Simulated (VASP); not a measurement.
Set up this calculation in VASP 6.6.1, as the native input.

| Item | Value |
| --- | --- |
| Task | single point |
| Functional | PBEsol |
| Dispersion | D3(BJ) |
| Potentials or basis | VASP PAW PBE potentials, release 64 (Sr_sv, O) |
| Cutoff | 600 eV |
| k mesh | 6 × 6 × 3 |
| Occupations | methfessel-paxton, width 0.02 eV |
| Spin | no spin polarisation |
| Dipole correction | no |
| Further INCAR settings | ALGO = Normal; EDIFF = 1e-06; NBANDS = 24 |

The structure of SrO lies in POSCAR:

```
SrO
1.0
    3.6900854899      0.0000000000      0.0000000000
   -1.8450427501      3.1957077734      0.0000000000
    0.0000000000      0.0000000000      6.4566628491
Sr O
2 2
Direct
    0.3333333333      0.6666666667      0.2500000000
    0.6666666667      0.3333333333      0.7500000000
    0.0000000000      0.0000000000      0.0000000000
    0.0000000000      0.0000000000      0.5000000000
```

The input as run:

INCAR

```
SYSTEM = SrO
ALGO     = Normal         ! electronic algorithm
EDIFF    = 1E-6           ! SCF threshold, eV
ENCUT    = 600            ! plane-wave cutoff, eV
GGA      = PS             ! functional
GGA_COMPAT= .False.      
ISIF     = 2              ! what is computed and relaxed
ISMEAR   = 1              ! smearing method
IVDW     = 12             ! dispersion correction
LASPH    = .True.         ! aspherical terms in the spheres
LCHARG   = .False.        ! write CHGCAR
LREAL    = .False.        ! projectors in reciprocal space
LWAVE    = .False.        ! write WAVECAR
NBANDS   = 24             ! bands
NELM     = 120            ! most SCF steps
PREC     = Accurate       ! precision mode
SIGMA    = 0.02           ! smearing width, eV
```

KPOINTS

```
k-points
0
Gamma
  6 6 3
  0 0 0
```

Potentials or basis: VASP PAW PBE potentials, release 64 (Sr_sv, O).

Launch:

```console
$ cat potpaw_PBE.64/Sr_sv/POTCAR potpaw_PBE.64/O/POTCAR > POTCAR
$ mpirun -np 1 vasp_std > vasp.out
```

It gave:

- Pressure: -11.2 GPa
- Band gap on the k mesh: 2.33 eV
- Dispersion energy per atom: -0.232 eV

Caveat: three body term missing; the cell stands under tension; the PAW data sets were made with another functional, which shifts forces and pressure a little.

Wall time 19 s on 1 thread of Intel(R) Xeon(R) 6975P-C (Granite Rapids) (shared host), peak memory 0.23 GiB.
